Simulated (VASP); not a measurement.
# Pd (Fm-3m) in VASP: further runs

Runs on Pd. Level: r2SCAN. Tasks: single point.

Program: VASP 6.6.1. These are calculated values, not measurements. Logs are shortened: lines on timing, memory, paths and dates and some standing lists are left out, and cuts for length are marked.

## 1. The cell of the first run

It takes space group Fm-3m (No. 225, cubic). The conventional cell has a = 3.890 Å, b = 3.890 Å, c = 3.890 Å, α = 90.00°, β = 90.00°, γ = 90.00°. Within 3.6 Å of Pd (site symmetry m-3m) lie 12 Pd at 2.75 Å.

## 2. Single point, r2SCAN

POSCAR

```
Pd
1.0
    0.0000000000      1.9450000000      1.9450000000
    1.9450000000      0.0000000000      1.9450000000
    1.9450000000      1.9450000000      0.0000000000
Pd
1
Direct
    0.0000000000      0.0000000000      0.0000000000
```

INCAR.step1

```
SYSTEM = Pd
PREC = Accurate
ENCUT = 520
ISMEAR = -1
SIGMA = 0.1
LREAL = .False.
LASPH = .True.
NELM = 100
NBANDS = 11
GGA = PE
ALGO = Normal
EDIFF = 1E-4
LWAVE = .True.
LCHARG = .False.
```

INCAR.step2

```
SYSTEM = Pd
PREC = Accurate
ENCUT = 520
EDIFF = 1E-7
ISMEAR = -1
SIGMA = 0.1
LREAL = .False.
LASPH = .True.
NELM = 100
ALGO = Normal
ISIF = 2
LWAVE = .False.
LCHARG = .False.
METAGGA = R2SCAN
LMIXTAU = .True.
NBANDS = 11
ISTART = 1
```

KPOINTS

```
regular mesh
0
Gamma
  4 4 4
  0 0 0
```

Potentials or basis: VASP PAW PBE potentials, release 64 (Pd).

Run with:

```bash
> cat potpaw_PBE.64/Pd/POTCAR > POTCAR
> cp INCAR.step1 INCAR
> mpirun -np 1 vasp_std > vasp.out
> cp INCAR.step2 INCAR
> mpirun -np 1 vasp_std > vasp.out
```

OUTCAR:

```text
SYSTEM = Pd
   PREC = Accurate
   ENCUT = 520
   EDIFF = 1E-7
   ISMEAR = -1
   LREAL = .False.
   LASPH = .True.
   NELM = 100
   ISIF = 2
   METAGGA = R2SCAN
   ISTART = 1

 ion  position               nearest neighbor table
   1  0.000  0.000  0.000-

  LATTYP: Found a face centered cubic cell.
 ALAT       =     3.8900000000

  Lattice vectors:

 A1 = (   0.0000000000,   1.9450000000,   1.9450000000)
 A2 = (   1.9450000000,   0.0000000000,   1.9450000000)
 A3 = (   1.9450000000,   1.9450000000,   0.0000000000)

Analysis of symmetry for initial positions (statically):
=====================================================================
 Subroutine PRICEL returns:
 Original cell was already a primitive cell.

 Routine SETGRP: Setting up the symmetry group for a
 face centered cubic supercell.

 Subroutine GETGRP returns: Found 48 space group operations
 (whereof 48 operations were pure point group operations)
 out of a pool of 48 trial point group operations.

The static configuration has the point symmetry O_h .

Analysis of symmetry for dynamics (positions and initial velocities):
=====================================================================
 Subroutine PRICEL returns:
 Original cell was already a primitive cell.

 Routine SETGRP: Setting up the symmetry group for a
 face centered cubic supercell.

 Subroutine GETGRP returns: Found 48 space group operations
 (whereof 48 operations were pure point group operations)
 out of a pool of 48 trial point group operations.

The dynamic configuration has the point symmetry O_h .

 Subroutine INISYM returns: Found 48 space group operations
 (whereof 48 operations are pure point group operations),
 and found     1 'primitive' translations

----------------------------------------------------------------------------------------

                                     Primitive cell

  volume of cell :      14.7160

  direct lattice vectors                    reciprocal lattice vectors
     0.000000000  1.945000000  1.945000000    -0.257069409  0.257069409  0.257069409
     1.945000000  0.000000000  1.945000000     0.257069409 -0.257069409  0.257069409
     1.945000000  1.945000000  0.000000000     0.257069409  0.257069409 -0.257069409

  length of vectors
     2.750645379  2.750645379  2.750645379     0.445257277  0.445257277  0.445257277

  position of ions in fractional coordinates (direct lattice)
     0.000000000  0.000000000  0.000000000

  ion indices of the primitive-cell ions
   primitive index   ion index
                 1           1

----------------------------------------------------------------------------------------

 KPOINTS: regular mesh

Automatic generation of k-mesh.
 Grid dimensions read from file:
 generate k-points for:    4    4    4

 Generating k-lattice:

  Cartesian coordinates                     Fractional coordinates (reciprocal lattice)
    -0.064267352  0.064267352  0.064267352     0.250000000  0.000000000  0.000000000
     0.064267352 -0.064267352  0.064267352     0.000000000  0.250000000  0.000000000
     0.064267352  0.064267352 -0.064267352     0.000000000  0.000000000  0.250000000

  Length of vectors
     0.111314319  0.111314319  0.111314319

  Shift w.r.t. Gamma in fractional coordinates (k-lattice)
     0.000000000  0.000000000  0.000000000

 Subroutine IBZKPT returns following result:
 ===========================================

 Found      8 irreducible k-points:

 Following reciprocal coordinates:
            Coordinates               Weight
  0.000000  0.000000  0.000000      1.000000
  0.250000  0.000000  0.000000      8.000000
  0.500000  0.000000  0.000000      4.000000
  0.250000  0.250000  0.000000      6.000000
  0.500000  0.250000  0.000000     24.000000
 -0.250000  0.250000  0.000000     12.000000
  0.500000  0.500000  0.000000      3.000000
 -0.250000  0.500000  0.250000      6.000000
   k-points           NKPTS =      8   k-points in BZ     NKDIM =      8   number of bands    NBANDS=     11
   number of dos      NEDOS =    301   number of ions     NIONS =      1
   total plane-waves  NPLWV =   8000
   dimension x,y,z NGX =    20 NGY =   20 NGZ =   20
   dimension x,y,z NGXF=    40 NGYF=   40 NGZF=   40
   ions per type =               1
   NGX,Y,Z   is equivalent  to a cutoff of  12.09, 12.09, 12.09 a.u.
   NGXF,Y,Z  is equivalent  to a cutoff of  24.18, 24.18, 24.18 a.u.
 SYSTEM =  Pd
   PREC   = accura    normal or accurate (medium, high low for compatibility)
   ISTART =      1    job   : 0-new  1-cont  2-samecut
   ICHARG =      0    charge: 1-file 2-atom 10-const
   ISPIN  =      1    spin polarized calculation?
   LNONCOLLINEAR =      F non collinear calculations
   LSORBIT =      F    spin-orbit coupling
   LASPH  =      T    aspherical Exc in radial PAW
   ENCUT  =  520.0 eV  38.22 Ry    6.18 a.u.   5.11  5.11  5.11*2*pi/ulx,y,z
   NELM   =    100;   NELMIN=  2; NELMDL=  0     # of ELM steps
   EDIFF  = 0.1E-06   stopping-criterion for ELM
   LREAL  =      F    real-space projection
   EDIFFG = 0.1E-05   stopping-criterion for IOM
   NSW    =      0    number of steps for IOM
   IBRION =     -1    ionic relax: 0-MD 1-quasi-New 2-CG
   NFREE  =      0    steps in history (QN), initial steepest desc. (CG)
   ISIF   =      2    stress and relaxation
   ISYM   =      2    0-nonsym 1-usesym 2-fastsym
   POTIM  = 0.5000    time-step for ionic-motion
   TEBEG  =    0.0;   TEEND  =   0.0 temperature during run
   PSTRESS=    0.0 pullay stress
   NELECT =      10.0000    total number of electrons
   NUPDOWN=      -1.0000    fix difference up-down
   EMIN   =  10.00;   EMAX   =-10.00  energy-range for DOS
   EFERMI =   0.00;   METHOD = LEGACY
   ISMEAR =    -1;   SIGMA  =   0.10  broadening in eV -4-tet -1-fermi 0-gaus
   EFERMI_NEDOS =   21; number of points for ismear=-14 and -15
   IALGO  =     38    algorithm
   IMIX   =      4    mixing-type and parameters
     AMIX     =   0.40;   BMIX     =  1.00
     AMIX_MAG =   1.60;   BMIX_MAG =  1.00
  volume/ion in A,a.u.               =      14.72        99.31
  Fermi-wavevector in a.u.,A,eV,Ry     =   1.439280  2.719844 28.184827  2.071526
  Thomas-Fermi vector in A             =   2.558153
   LORBIT       =      0    0 simple, 1 ext, 2 COOP (PROOUT), +10 PAW based schemes
   METAGGA = R2SCAN    functional components
   LHFCALC =     F    Hartree Fock is set to
   AEXX    =    0.0000 exact exchange contribution
   IVDW    =     0    specifies the selected vdW correction
   LEPSILON=     F    determine dielectric tensor
   LRPA    =     F    only Hartree local field effects (RPA)
 non-spin polarized calculation
  energy-cutoff  :      520.00
  volume of cell :       14.72
 maximum number of plane-waves:       415
   NGX = 11   NGY = 11   NGZ = 11

 number of electron      10.0000000 magnetization

 Free energy of the ion-electron system (eV)
  ---------------------------------------------------
  ext. energy  EPLUGINS =         0.00000000
  ---------------------------------------------------
  free energy    TOTEN  =       -23.15232604 eV

  energy without entropy =      -23.08461845  energy(sigma->0) =      -23.11847225

 E-fermi :   9.9146     XC(G=0): -14.1100

 val. band max:        9.7787393006   @ k =   0.5000   0.2500   0.0000
 cond. band min:      10.0335838833   @ k =   0.5000   0.5000   0.0000
 fundamental gap:      0.2548445828
 Fermi energy:         9.9146011368

 k-point     1 :       0.0000    0.0000    0.0000
  band No.  band energies     occupation
      1       2.4679      2.00000
      2       6.7765      2.00000
      3       6.7765      2.00000
      4       6.7765      2.00000
      5       8.3979      2.00000
      6       8.3979      2.00000
      7      27.6972      0.00000
      8      32.3605      0.00000
      9      32.6765      0.00000
     10      32.6765      0.00000
     11      32.6765      0.00000

 k-point     2 :       0.2500    0.0000    0.0000
  band No.  band energies     occupation
      1       4.1715      2.00000
      2       6.7987      2.00000
      3       7.0667      2.00000
      4       7.0667      2.00000
      5       8.5738      2.00000
      6       8.5738      2.00000
      7      24.9426      0.00000
      8      28.8078      0.00000
      9      32.3720      0.00000
     10      34.3726      0.00000
     11      34.3726      0.00000

 k-point     3 :       0.5000    0.0000    0.0000
  band No.  band energies     occupation
      1       4.2450      2.00000
      2       6.7004      2.00000
      3       6.7004      2.00000
      4       9.6832      1.82003
      5       9.6832      1.82003
      6      10.9646      0.00006
      7      17.4198      0.00000
      8      27.0942      0.00000
      9      31.8005      0.00000
     10      31.8005      0.00000
     11      32.3733      0.00000

 k-point     4 :       0.2500    0.2500    0.0000
  band No.  band energies     occupation
      1       4.6870      2.00000
      2       5.4860      2.00000
      3       7.8500      2.00000
      4       8.1157      2.00000
      5       8.1157      2.00000
      6       8.9825      1.99982
      7      28.6670      0.00000
      8      28.6670      0.00000
      9      28.8908      0.00000
     10      30.2470      0.00000
     11      32.2127      0.00000

 k-point     5 :       0.5000    0.2500    0.0000
  band No.  band energies     occupation
      1       4.9342      2.00000
      2       5.7449      2.00000
      3       7.3059      2.00000
      4       8.0302      2.00000
      5       9.7787      1.59107
      6      13.6730      0.00000
      7      19.4539      0.00000
      8      25.1027      0.00000
      9      27.3938      0.00000
     10      30.4996      0.00000
     11      32.4283      0.00000

 k-point     6 :      -0.2500    0.2500    0.0000
  band No.  band energies     occupation
      1       5.7347      2.00000
      2       6.1461      2.00000
      3       6.5706      2.00000
      4       7.7249      2.00000
      5       8.4049      2.00000
      6      12.2057      0.00000
      7      22.9741      0.00000
      8      23.2143      0.00000
      9      30.2215      0.00000
     10      32.4098      0.00000
     11      32.5642      0.00000

 k-point     7 :       0.5000    0.5000    0.0000
  band No.  band energies     occupation
      1       4.1353      2.00000
      2       4.4135      2.00000
      3       9.6192      1.90087
      4      10.0336      0.46658
      5      10.0336      0.46658
      6      13.3281      0.00000
      7      21.0257      0.00000
      8      23.5961      0.00000
      9      23.5961      0.00000
     10      31.7685      0.00000
     11      32.2323      0.00000

 k-point     8 :      -0.2500    0.5000    0.2500
  band No.  band energies     occupation
      1       5.2382      2.00000
      2       6.2217      2.00000
      3       6.2217      2.00000
      4       8.3107      2.00000
      5      10.0358      0.45882
      6      19.0873      0.00000
      7      19.0873      0.00000
      8      20.6560      0.00000
      9      21.9314      0.00000
     10      32.3964      0.00000
     11      36.5886      0.00000

------------------------ aborting loop because EDIFF is reached ----------------------------------------

  FORCE on cell =-STRESS in cart. coord.  units (eV):
  Direction    XX          YY          ZZ          XY          YZ          ZX
  --------------------------------------------------------------------------------------
  -------------------------------------------------------------------------------------
  Total        0.2863222      0.2863222      0.2863222      0.0000000     -0.0000000      0.0000000
  in kB       31.1728677     31.1728677     31.1728677      0.0000000     -0.0000000      0.0000000
  external PRESSURE =      31.1728677 kB  Pullay stress =       0.0000000 kB

 VOLUME and BASIS-vectors are now :
 -----------------------------------------------------------------------------
  energy-cutoff  :      520.00
  volume of cell :       14.72
      direct lattice vectors                 reciprocal lattice vectors
     0.000000000  1.945000000  1.945000000    -0.257069409  0.257069409  0.257069409
     1.945000000  0.000000000  1.945000000     0.257069409 -0.257069409  0.257069409
     1.945000000  1.945000000  0.000000000     0.257069409  0.257069409 -0.257069409

 POSITION                                       TOTAL-FORCE (eV/Angst)
 -----------------------------------------------------------------------------------
      0.00000      0.00000      0.00000         0.000000      0.000000      0.000000
 -----------------------------------------------------------------------------------
    total drift:                                0.000000     -0.000000      0.000000

  FREE ENERGIE OF THE ION-ELECTRON SYSTEM (eV)
  ---------------------------------------------------
  free  energy   TOTEN  =       -23.1523260437 eV

  energy  without entropy=      -23.0846184535  energy(sigma->0) =      -23.11847225
```

Wall time 8.3 s (1 thread of Intel Xeon 6975P-C, shared host); peak memory 0.13 GiB.

What came out:

```
Free energy            : -23.1523 eV
Pressure               : 3.1 GPa
Band gap on the k mesh : zero (band 5 reaches 10.04 eV, above the bottom of band 6 at 8.40 eV)
```

Caveat: the k points lie up to 0.70 Å⁻¹ apart; the PAW data sets were made with another functional, which shifts forces and pressure a little.

## 3. Single point, r2SCAN, collinear spin, ferromagnetic start

POSCAR is that of step 2.

INCAR.step1

```
SYSTEM = Pd
  PREC = Accurate
  ENCUT = 520
  ISMEAR = -1
  SIGMA = 0.1
  LREAL = .False.
  LASPH = .True.
  NELM = 150
  ISPIN = 2
  MAGMOM = 2
  LMAXMIX = 4
  NBANDS = 15
  GGA = PE
  ALGO = Normal
  EDIFF = 1E-4
  LWAVE = .True.
  LCHARG = .False.
```

INCAR.step2

```
SYSTEM = Pd
  PREC = Accurate
  ENCUT = 520
  EDIFF = 1E-7
  ISMEAR = -1
  SIGMA = 0.1
  LREAL = .False.
  LASPH = .True.
  NELM = 150
  ALGO = Normal
  ISIF = 2
  LWAVE = .False.
  LCHARG = .True.
  ISPIN = 2
  MAGMOM = 2
  LORBIT = 11
  LMAXMIX = 4
  METAGGA = R2SCAN
  LMIXTAU = .True.
  LELF = .True.
  LVHAR = .True.
  NBANDS = 15
  ISTART = 1
```

KPOINTS is that of step 2.

Potentials or basis: VASP PAW PBE potentials, release 64 (Pd).

Run with:

```bash
> cat potpaw_PBE.64/Pd/POTCAR > POTCAR
> cp INCAR.step1 INCAR
> mpirun -np 1 vasp_std > vasp.out
> cp INCAR.step2 INCAR
> mpirun -np 1 vasp_std > vasp.out
```

Run time: 17 s. Hardware: 1 thread of Intel Xeon 6975P-C, shared host; peak memory 0.14 GiB.

Results (log left out):

| Item | Value |
| --- | --- |
| Free energy | -23.1637 eV |
| Pressure | 3.5 GPa |
| Net moment | 0.44 μB per cell |
| Site moments | Pd +0.45 μB |
| Valence electrons inside the program's atomic spheres | Pd 9.50 |

Levels at points of the mesh, in eV from the Fermi level:
Spin up:
```
           k point  band 2  band 3  band 4  band 5  band 6  band 7  band 8  band 9
(0.00, 0.00, 0.00)   -3.49   -3.49   -3.49   -1.79   -1.79   17.69   21.78   22.66
(0.50, 0.00, 0.00)   -3.50   -3.50   -0.58   -0.58    0.98    7.26   17.09   21.75
(0.50, 0.50, 0.00)   -5.80   -0.58   -0.28   -0.28    3.34   10.91   13.58   13.58
```
Spin down:
```csv
k point,band 3,band 4,band 5,band 6,band 7,band 8
"(0.00, 0.00, 0.00)",-2.98,-2.98,-1.43,-1.43,17.68,22.66
"(0.50, 0.00, 0.00)",-3.11,-0.06,-0.06,0.92,7.57,17.06
"(0.50, 0.50, 0.00)",-0.20,0.34,0.34,3.30,11.11,13.59
```

Caveat: the k points lie up to 0.70 Å⁻¹ apart; the PAW data sets were made with another functional, which shifts forces and pressure a little.
